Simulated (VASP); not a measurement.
# C (Fmmm) in VASP: notebook

The runs below take C through electric field gradients, with PBE, r2SCAN, LDA.

All numbers are computed with VASP 6.6.1; they aren't measurements. Logs are shortened: lines on timing, memory, paths and dates and some standing lists are left out, and cuts for length are marked.

### 1 The cell of the first run

Symmetry: Fmmm, No. 69, orthorhombic system. Conventional cell: a = 2.382 Å, b = 4.126 Å, c = 6.696 Å, α = 90.00°, β = 90.00°, γ = 90.00°. Within 1.8 Å of C (site symmetry m2m) lie 3 C at 1.38 Å.

### 2 Electric field gradients, PBE (x and y stretched by -3 %, z held)

The input, INCAR:

```
PREC = Accurate
ENCUT = 520
EDIFF = 1E-8
ISMEAR = -1
SIGMA = 0.05
LREAL = False
LASPH = True
NELM = 60
ALGO = Normal
ISIF = 2
LWAVE = False
LCHARG = False
GGA = PE
LEFG = True
NBANDS = 11
```

The input, KPOINTS:

```
Automatic mesh
0
Gamma
  18 18 18
```

The input, POSCAR:

```
C
1.0
    0.0000000000      2.0631900000      3.3480000000
    1.1911600000      0.0000000000      3.3480000000
    1.1911600000      2.0631900000      0.0000000000
C
2
Direct
    0.1666700000      0.8333300000      0.1666700000
    0.8333300000      0.1666700000      0.8333300000
```

Potentials or basis: VASP PAW PBE potentials, release 64 (C).

The run is started by

```bash
$ cat potpaw_PBE.64/C/POTCAR > POTCAR
$ mpirun -np 1 vasp_std > vasp.out
```

OUTCAR:

```text
PREC = Accurate
   ENCUT = 520
   EDIFF = 1E-8
   ISMEAR = -1
   LREAL = False
   LASPH = True
   NELM = 60
   ISIF = 2
   GGA = PE

 ion  position               nearest neighbor table
   1  0.167  0.833  0.167-   2 1.38   2 1.38   2 1.38
   2  0.833  0.167  0.833-   1 1.38   1 1.38   1 1.38

  LATTYP: Found a face centered orthorhombic cell.
 ALAT       =     2.3823200000
 B/A-ratio  =     1.7320846906
 C/A-ratio  =     2.8107055307

  Lattice vectors:

 A1 = (   0.0000000000,   2.0631900000,   3.3480000000)
 A2 = (   1.1911600000,   0.0000000000,   3.3480000000)
 A3 = (   1.1911600000,   2.0631900000,   0.0000000000)

Analysis of symmetry for initial positions (statically):
=====================================================================
 Subroutine PRICEL returns:
 Original cell was already a primitive cell.

 Routine SETGRP: Setting up the symmetry group for a
 face centered orthorhombic supercell.

 Subroutine GETGRP returns: Found  8 space group operations
 (whereof  8 operations were pure point group operations)
 out of a pool of  8 trial point group operations.

The static configuration has the point symmetry D_2h.

Analysis of symmetry for dynamics (positions and initial velocities):
=====================================================================
 Subroutine PRICEL returns:
 Original cell was already a primitive cell.

 Routine SETGRP: Setting up the symmetry group for a
 face centered orthorhombic supercell.

 Subroutine GETGRP returns: Found  8 space group operations
 (whereof  8 operations were pure point group operations)
 out of a pool of  8 trial point group operations.

The dynamic configuration has the point symmetry D_2h.

 Subroutine INISYM returns: Found  8 space group operations
 (whereof  8 operations are pure point group operations),
 and found     1 'primitive' translations

----------------------------------------------------------------------------------------

                                     Primitive cell

  volume of cell :      16.4560

  direct lattice vectors                    reciprocal lattice vectors
     0.000000000  2.063190000  3.348000000    -0.419758890  0.242343168  0.149342891
     1.191160000  0.000000000  3.348000000     0.419758890 -0.242343168  0.149342891
     1.191160000  2.063190000  0.000000000     0.419758890  0.242343168 -0.149342891

  length of vectors
     3.932665378  3.553584971  2.382354953     0.507179491  0.507179491  0.507179491

  position of ions in fractional coordinates (direct lattice)
     0.166670000  0.833330000  0.166670000
     0.833330000  0.166670000  0.833330000

  ion indices of the primitive-cell ions
   primitive index   ion index
                 1           1
                 2           2

----------------------------------------------------------------------------------------

 KPOINTS: Automatic mesh

Automatic generation of k-mesh.
 Grid dimensions read from file:
 generate k-points for:   18   18   18

 Generating k-lattice:

  Cartesian coordinates                     Fractional coordinates (reciprocal lattice)
    -0.023319938  0.013463509  0.008296827     0.055555556  0.000000000 -0.000000000
     0.023319938 -0.013463509  0.008296827     0.000000000  0.055555556  0.000000000
     0.023319938  0.013463509 -0.008296827    -0.000000000  0.000000000  0.055555556

  Length of vectors
     0.028176638  0.028176638  0.028176638

  Shift w.r.t. Gamma in fractional coordinates (k-lattice)
     0.000000000  0.000000000  0.000000000

 Subroutine IBZKPT returns following result:
 ===========================================

 Found    865 irreducible k-points:

 Following reciprocal coordinates:
            Coordinates               Weight
  0.000000  0.000000  0.000000      1.000000
  0.055556 -0.000000  0.000000      8.000000
  0.111111 -0.000000  0.000000      8.000000
  0.166667  0.000000 -0.000000      8.000000
  0.222222  0.000000  0.000000      8.000000
  0.277778  0.000000  0.000000      8.000000
[... 16 lines left out ...]
 -0.277778  0.055556  0.000000      8.000000
 -0.222222  0.055556  0.000000      8.000000
 [... further k-points ...]
   k-points           NKPTS =    865   k-points in BZ     NKDIM =    865   number of bands    NBANDS=     11
   number of dos      NEDOS =    301   number of ions     NIONS =      2
   total plane-waves  NPLWV =  15120
   dimension x,y,z NGX =    30 NGY =   28 NGZ =   18
   dimension x,y,z NGXF=    60 NGYF=   56 NGZF=   36
   ions per type =               2
   NGX,Y,Z   is equivalent  to a cutoff of  12.68, 13.10, 12.56 a.u.
   NGXF,Y,Z  is equivalent  to a cutoff of  25.36, 26.20, 25.12 a.u.
 SYSTEM =  unknown system
   PREC   = accura    normal or accurate (medium, high low for compatibility)
   ISTART =      0    job   : 0-new  1-cont  2-samecut
   ICHARG =      2    charge: 1-file 2-atom 10-const
   ISPIN  =      1    spin polarized calculation?
   LNONCOLLINEAR =      F non collinear calculations
   LSORBIT =      F    spin-orbit coupling
   LASPH  =      T    aspherical Exc in radial PAW
   ENCUT  =  520.0 eV  38.22 Ry    6.18 a.u.   7.31  6.61  4.43*2*pi/ulx,y,z
   NELM   =     60;   NELMIN=  2; NELMDL= -5     # of ELM steps
   EDIFF  = 0.1E-07   stopping-criterion for ELM
   LREAL  =      F    real-space projection
   EDIFFG = 0.1E-06   stopping-criterion for IOM
   NSW    =      0    number of steps for IOM
   IBRION =     -1    ionic relax: 0-MD 1-quasi-New 2-CG
   NFREE  =      0    steps in history (QN), initial steepest desc. (CG)
   ISIF   =      2    stress and relaxation
   ISYM   =      2    0-nonsym 1-usesym 2-fastsym
   POTIM  = 0.5000    time-step for ionic-motion
   TEBEG  =    0.0;   TEEND  =   0.0 temperature during run
   PSTRESS=    0.0 pullay stress
   NELECT =       8.0000    total number of electrons
   NUPDOWN=      -1.0000    fix difference up-down
   EMIN   =  10.00;   EMAX   =-10.00  energy-range for DOS
   EFERMI =   0.00;   METHOD = LEGACY
   ISMEAR =    -1;   SIGMA  =   0.05  broadening in eV -4-tet -1-fermi 0-gaus
   EFERMI_NEDOS =   21; number of points for ismear=-14 and -15
   IALGO  =     38    algorithm
   IMIX   =      4    mixing-type and parameters
     AMIX     =   0.40;   BMIX     =  1.00
     AMIX_MAG =   1.60;   BMIX_MAG =  1.00
  volume/ion in A,a.u.               =       8.23        55.53
  Fermi-wavevector in a.u.,A,eV,Ry     =   1.287251  2.432552 22.545059  1.657015
  Thomas-Fermi vector in A             =   2.419277
   LORBIT       =      0    0 simple, 1 ext, 2 COOP (PROOUT), +10 PAW based schemes
   GGA     = PE    functional components
   LHFCALC =     F    Hartree Fock is set to
   AEXX    =    0.0000 exact exchange contribution
   IVDW    =     0    specifies the selected vdW correction
   LEPSILON=     F    determine dielectric tensor
   LRPA    =     F    only Hartree local field effects (RPA)
 non-spin polarized calculation
  energy-cutoff  :      520.00
  volume of cell :       16.46
 maximum number of plane-waves:       467
 NGX is ok and might be reduce to    30
   NGX = 15   NGY = 13   NGZ =  9

 number of electron       7.9999999 magnetization

 Free energy of the ion-electron system (eV)
  ---------------------------------------------------
  ext. energy  EPLUGINS =         0.00000000
  ---------------------------------------------------
  free energy    TOTEN  =       -18.24184348 eV

  energy without entropy =      -18.24162655  energy(sigma->0) =      -18.24173502

 E-fermi :   5.3291     XC(G=0): -10.5416

 val. band max:        5.2947333814   @ k =  -0.2778   0.0556   0.3333
 cond. band min:       5.3701257746   @ k =  -0.2222   0.1111   0.3333
 fundamental gap:      0.0753923933
 Fermi energy:         5.3290696524

 k-point     1 :       0.0000    0.0000    0.0000
  band No.  band energies     occupation
      1     -15.1547      2.00000
      2      -1.9644      2.00000
      3       2.3712      2.00000
      4       2.3921      2.00000
      5       9.2181      0.00000
      6      14.3534      0.00000
      7      14.4174      0.00000
      8      18.0237      0.00000
      9      20.3578      0.00000
     10      29.3275      0.00000
     11      31.5444      0.00000

 k-point     2 :       0.0556   -0.0000    0.0000
  band No.  band energies     occupation
      1     -15.0744      2.00000
      2      -1.8909      2.00000
      3       2.0783      2.00000
      4       2.2024      2.00000
      5       9.3508      0.00000
      6      14.4501      0.00000
      7      14.7222      0.00000
      8      17.7117      0.00000
      9      20.4783      0.00000
     10      29.5999      0.00000
     11      30.9637      0.00000

 k-point     3 :       0.1111   -0.0000    0.0000
  band No.  band energies     occupation
      1     -14.8342      2.00000
      2      -1.6699      2.00000
      3       1.2295      2.00000
      4       1.7397      2.00000
      5       9.7477      0.00000
      6      14.5397      0.00000
      7      15.7026      0.00000
      8      16.8282      0.00000
      9      20.8624      0.00000
     10      29.3333      0.00000
     11      30.3632      0.00000

 k-point     4 :       0.1667    0.0000   -0.0000
  band No.  band energies     occupation
      1     -14.4356      2.00000
      2      -1.3004      2.00000
      3       0.0026      2.00000
      4       1.1211      2.00000
      5      10.4022      0.00000
      6      14.5544      0.00000
      7      15.5115      0.00000
      8      17.1760      0.00000
      9      21.5221      0.00000
     10      27.5277      0.00000
     11      31.2683      0.00000
[... 239 lines left out ...]
 k-point    22 :      -0.3333    0.0556    0.0000
  band No.  band energies     occupation
      1     -11.3650      2.00000
      2      -6.0437      2.00000
      3      -1.0293      2.00000
      4       1.7773      2.00000
      5       8.7190      0.00000
      6      13.8148      0.00000
      7      14.8332      0.00000
      8      21.9017      0.00000
      9      25.1545      0.00000
     10      25.4024      0.00000
     11      28.3971      0.00000

 k-point    23 :      -0.2778    0.0556    0.0000
  band No.  band energies     occupation
      1     -12.3535      2.00000
      2      -4.5269      2.00000
      3      -0.6492      2.00000
      4       0.9129      2.00000
      5      10.3290      0.00000
      6      13.1321      0.00000
      7      14.2050      0.00000
      8      22.9307      0.00000
      9      23.1646      0.00000
     10      24.7448      0.00000
     11      28.9208      0.00000

 k-point    24 :      -0.2222    0.0556    0.0000
  band No.  band energies     occupation
      1     -13.2024      2.00000
      2      -2.9723      2.00000
      3      -0.1405      2.00000
      4       0.1037      2.00000
      5      11.8052      0.00000
      6      12.2101      0.00000
      7      14.3186      0.00000
      8      21.0282      0.00000
      9      23.3349      0.00000
     10      24.5601      0.00000
     11      29.6690      0.00000

 [... further k-points ...]
[... 5 lines left out ...]
  --------------------------------------------------------------------------------------
  -------------------------------------------------------------------------------------
  Total        5.1888255      5.1386333      0.3904261      0.0000000      0.0000000      0.0000000
  in kB      505.1901580    500.3033849     38.0123429      0.0000000      0.0000000      0.0000000
  external PRESSURE =     347.8352953 kB  Pullay stress =       0.0000000 kB

 VOLUME and BASIS-vectors are now :
 -----------------------------------------------------------------------------
  energy-cutoff  :      520.00
  volume of cell :       16.46
      direct lattice vectors                 reciprocal lattice vectors
     0.000000000  2.063190000  3.348000000    -0.419758890  0.242343168  0.149342891
     1.191160000  0.000000000  3.348000000     0.419758890 -0.242343168  0.149342891
     1.191160000  2.063190000  0.000000000     0.419758890  0.242343168 -0.149342891

 POSITION                                       TOTAL-FORCE (eV/Angst)
 -----------------------------------------------------------------------------------
      1.19116      0.68774      3.34800         0.000000      0.002562      0.000000
      1.19116      3.43864      3.34800         0.000000     -0.002562      0.000000
 -----------------------------------------------------------------------------------
    total drift:                               -0.000000     -0.000000     -0.000000

  FREE ENERGIE OF THE ION-ELECTRON SYSTEM (eV)
  ---------------------------------------------------
  free  energy   TOTEN  =       -18.2418434799 eV

  energy  without entropy=      -18.2416265527  energy(sigma->0) =      -18.24173502

 Electric field gradients (V/A^2)
---------------------------------------------------------------------
 ion       V_xx      V_yy      V_zz      V_xy      V_xz      V_yz
---------------------------------------------------------------------
   1     -18.137   -18.098    36.235     0.000     0.000     0.000
   2     -18.137   -18.098    36.235     0.000     0.000     0.000
---------------------------------------------------------------------

 Electric field gradients after diagonalization (V/A^2)
 (convention: |V_zz| > |V_xx| > |V_yy|)
----------------------------------------------------------------------
 ion       V_xx      V_yy      V_zz     asymmetry (V_yy - V_xx)/ V_zz
----------------------------------------------------------------------
   1     -18.137   -18.098    36.235       0.001
   2     -18.137   -18.098    36.235       0.001
----------------------------------------------------------------------

           NMR quadrupolar parameters

 Cq : quadrupolar parameter    Cq=e*Q*V_zz/h
 eta: asymmetry parameters     (V_yy - V_xx)/ V_zz
 Q  : nuclear electric quadrupole moment in mb (millibarn)
----------------------------------------------------------------------
 ion       Cq(MHz)       eta       Q (mb)
----------------------------------------------------------------------
   1       0.088       0.001       1.000
   2       0.088       0.001       1.000
----------------------------------------------------------------------
```

It took 91 s on 1 thread of Intel Xeon 6975P-C (Granite Rapids), shared host; peak memory 0.24 GiB.

What came out:

```
Free energy            : -18.2418 eV
Pressure               : 34.8 GPa
Band gap on the k mesh : 0.08 eV, indirect (least direct gap 0.15 eV)
```

Forces in eV/Å, atoms in the order of the input:
```
C    0.000  0.003  0.000
C    0.000 -0.003  0.000
```

Stress tensor (GPa, compression positive):
```
50.52  0.00  0.00
 0.00 50.03  0.00
 0.00  0.00  3.80
```

Electric field gradients, principal values (V/Å²):
```
atom    least   middle  greatest (by size)
 1 C  -18.098  -18.137              36.235
 2 C  -18.098  -18.137              36.235
```

Caveat: the cell differs from its parent crystal (x and y stretched by -3 %, z held); without QUAD_EFG the Cq values of the log hold for a quadrupole moment of 1 mb, not for the nuclei.

[end of part 1 of 4]
